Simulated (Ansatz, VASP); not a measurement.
One calculation of BiAs, two programs

```xyz
2
Lattice="0.0000 3.3531 3.3531 3.3531 0.0000 3.3531 3.3531 3.3531 0.0000" Properties=species:S:1:pos:R:3 pbc="T T T"
As    0.0000    0.0000    0.0000
Bi    1.6766    1.6766    1.6766
```

Alike in both runs: task electric field gradients; functional PBE; k mesh 8 × 8 × 8; occupations fermi-dirac, width 0.05 eV; no spin polarisation.

```csv
,VASP,Ansatz
version,VASP 6.6.1,Ansatz 0.2.0
potentials or method,"VASP PAW PBE potentials, release 64 (As, Bi_d)","PAW with Ansatz's default frozen-core files, scalar-relativistic"
plane-wave cutoff (eV),520,420
valence electrons in the cell,20,30
```

```tsv
	VASP	Ansatz	Ansatz less VASP
pressure (GPa)	0.2	0.2	0.00
```

With one functional, cell and mesh, what is left measures potentials, basis and numerics. VASP's potentials hold 20 valence electrons a cell and Ansatz's 30, so a difference there can come from the potentials and not from the codes.

Spin-orbit coupling is off throughout.
